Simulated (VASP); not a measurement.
## TiAl: single point with PBEsol

TiAl:

```
Ti Al
1.0
     2.86726    0.00000    0.00000
    -1.43363    2.48312    0.00000
     0.00000    0.00000    4.67808
Ti Al
1 1
Direct
  0.00000 0.00000 0.00000
  0.35939 0.59548 0.50000
```

This cell differs from its parent crystal: all Al atoms moved +0.250 Å, as atom 2 along Cartesian [1 -1 0].

```json
{
  "Program": "VASP 6.6.1",
  "Task": "single point",
  "Functional": "PBEsol",
  "Potentials or basis": "VASP PAW PBE potentials, release 64 (Ti_sv, Al)",
  "Cutoff": "520 eV",
  "k mesh": "18 × 18 × 10",
  "Occupations": "gaussian, width 0.15 eV",
  "Spin": "no spin polarisation"
}
```

```
Pressure      : -2.4 GPa
Largest force : 0.383 eV/Å
```

Forces on the atoms (eV/Å):
```
Ti   0.187 -0.334  0.000
Al  -0.187  0.334  0.000
```

Stress tensor (GPa, compression positive):
```
-4.79  2.67  0.00
 2.67  0.02  0.00
 0.00  0.00 -2.31
```

Levels at points of the mesh, in eV from the Fermi level:
| k point | band 5 | band 6 | band 7 | band 8 | band 9 | band 10 | band 11 | band 12 |
| --- | --- | --- | --- | --- | --- | --- | --- | --- |
| (0.00, 0.00, 0.00) | -8.92 | -2.30 | -1.82 | 1.27 | 1.30 | 2.71 | 2.81 | 3.87 |
| (0.50, 0.00, 0.00) | -3.69 | -2.79 | -1.57 | -1.00 | 2.11 | 3.96 | 4.04 | 4.25 |
| (0.00, 0.50, 0.00) | -3.69 | -2.77 | -1.63 | -1.01 | 2.12 | 3.97 | 4.01 | 4.38 |
| (0.50, 0.50, 0.00) | -3.71 | -2.85 | -1.36 | -0.96 | 2.06 | 3.78 | 3.97 | 4.20 |
| (0.00, 0.00, 0.50) | -8.02 | -5.27 | -0.45 | 1.29 | 1.31 | 2.64 | 2.73 | 6.79 |
| (0.50, 0.00, 0.50) | -3.65 | -2.42 | -1.77 | 0.48 | 0.91 | 1.91 | 2.97 | 3.97 |
| (0.00, 0.50, 0.50) | -3.65 | -2.46 | -1.72 | 0.42 | 0.91 | 1.92 | 3.01 | 3.97 |
| (0.50, 0.50, 0.50) | -3.62 | -2.28 | -1.95 | 0.67 | 0.99 | 1.86 | 2.77 | 3.97 |

Run time: 5.9 min on 1 thread of Intel(R) Xeon(R) 6975P-C (Granite Rapids) (shared host), peak memory 0.56 GiB.

Caveat: the cell differs from its parent crystal (all Al atoms moved +0.250 Å, as atom 2 along Cartesian [1 -1 0]); the PAW data sets were made with another functional, which shifts forces and pressure a little.
